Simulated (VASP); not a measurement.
Write the native input for VASP 6.6.1 that does the following.

* Task: relaxation of cell and atoms
* Functional: PBEsol
* Potentials or basis: VASP PAW PBE potentials, release 64 (W_sv, Se)
* Cutoff: 600 eV
* k mesh: 6 × 6 × 4
* Occupations: fermi-dirac, width 0.03 eV
* Spin: no spin polarisation
* Dipole correction: no
* Further INCAR settings: ALGO = Normal; EDIFF = 1e-06; IBRION = 2; EDIFFG = -0.01; NSW = 100; ISIF = 3

The structure of WSe2 lies in POSCAR:

```
WSe2
1.0
    4.2587262600      0.0000000000      0.0000000000
   -2.1293631300      3.6881651289      0.0000000000
    0.0000000000      0.0000000000      6.4309648620
W Se
1 2
Direct
    0.0000000000      0.0000000000      0.0000000000
    0.3333333333      0.6666666667      0.2690859720
    0.6666666667      0.3333333333      0.7309140280
```

These files were run (other wordings do the same):

INCAR

```
  ALGO = Normal
  EDIFF = 1E-6
  EDIFFG = -0.01
  ENCUT = 600
  GGA = PS
  IBRION = 2
  ISIF = 3
  ISMEAR = -1
  LASPH = T
  LCHARG = F
  LREAL = F
  LWAVE = F
  NELM = 60
  NSW = 100
  PREC = Accurate
  SIGMA = 0.03
```

KPOINTS

```
k-points
0
Gamma
  6 6 4
```

Potentials or basis: VASP PAW PBE potentials, release 64 (W_sv, Se).

Command:

```bash
$ cat potpaw_PBE.64/W_sv/POTCAR potpaw_PBE.64/Se/POTCAR > POTCAR
$ mpirun -np 1 vasp_std > vasp.out
```

Results of the run:

| Item | Value |
| --- | --- |
| Relaxed volume | 20.91 Å³/atom |
| Relaxed cell | a = 3.242 Å, b = 3.242 Å, c = 6.891 Å, α = 90.00°, β = 90.00°, γ = 120.00° |
| Space group after relaxing (to 0.05 Å) | P-3m1 (No. 164) |
| Energy gained by relaxing | 1645.3 meV/atom |
| Ionic steps | 23 |
| Pressure after relaxing | 0.0 GPa |
| Largest force after relaxing | 0.008 eV/Å |
| Band gap on the k mesh | zero (band 13 reaches 6.93 eV, above the bottom of band 14 at 6.18 eV) |

Caveat: the volume moved by over 15 % at a fixed basis, so the end points are rough; the PAW data sets were made with another functional, which shifts forces and pressure a little; spin-orbit coupling is left out, which moves the levels of the heavy elements; this functional lacks dispersion, which binds the layers, so the pressure and a relaxed spacing across them are unreliable.

It took 6.7 min on 1 thread of AMD EPYC 9R45 96-Core Processor (Zen 5), on a shared host, peak memory 0.28 GiB.
